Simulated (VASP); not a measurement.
SnO2: single point with PBE

SnO2:

```
Sn O
1.0
     3.59332    0.00000    0.00000
     0.00000    3.59332    0.00000
     0.00000    0.00000    5.53127
Sn O
2 4
Direct
  0.00000 0.00000 0.00000
  0.50000 0.50000 0.50000
  0.00000 0.50000 0.32307
  0.00000 0.50000 0.82307
  0.50000 0.00000 0.67693
  0.50000 0.00000 0.17693
```

| Item | Value |
| --- | --- |
| Program | VASP 6.6.1 |
| Task | single point |
| Functional | PBE |
| Potentials or basis | VASP PAW PBE potentials, release 64 (Sn_d, O) |
| Cutoff | 520 eV |
| k mesh | 8 × 8 × 6 |
| Occupations | gaussian, width 0.02 eV |
| Spin | no spin polarisation |
| Dipole correction | no |
| Further INCAR settings | ALGO = Normal; EDIFF = 1e-07; NBANDS = 35 |

```json
{"Pressure": "0.4 GPa", "Largest force": "0.042 eV/Å", "Band gap on the k mesh": "0.77 eV, indirect (least direct gap 0.81 eV)"}
```

Forces on the atoms (eV/Å):
```
Sn   0.000  0.000  0.000
Sn   0.000  0.000  0.000
O    0.000  0.000 -0.042
O    0.000  0.000 -0.042
O    0.000  0.000  0.042
O    0.000  0.000  0.042
```

Stress tensor (GPa, compression positive):
```
0.55 0.00 0.00
0.00 0.55 0.00
0.00 0.00 0.21
```

Levels at points of the mesh, in eV from the valence-band top:
```csv
k point,band 23,band 24,band 25,band 26,band 27,band 28,band 29,band 30
"(0.00, 0.00, 0.00)",-0.92,-0.41,-0.05,-0.05,0.77,3.99,7.21,7.47
"(0.50, 0.00, 0.00)",-1.04,-1.04,-0.50,-0.50,4.29,4.29,7.65,7.65
"(0.50, 0.50, 0.00)",-0.42,-0.42,0.00,0.00,5.51,5.51,7.21,7.21
"(0.00, 0.00, 0.50)",-1.09,-1.09,0.00,0.00,3.27,3.27,6.52,6.52
"(0.50, 0.00, 0.50)",-1.18,-1.18,-1.17,-1.17,4.53,4.53,8.37,8.37
"(0.50, 0.50, 0.50)",-0.40,-0.40,-0.38,-0.38,5.80,5.80,9.46,9.46
```

Wall time 60 s on 1 thread of Intel(R) Xeon(R) 6975P-C (Granite Rapids), with other jobs on the host, peak memory 0.24 GiB.

Caveat: spin-orbit coupling is left out, which moves the levels of the heavy elements. A k mesh can miss the band edges.
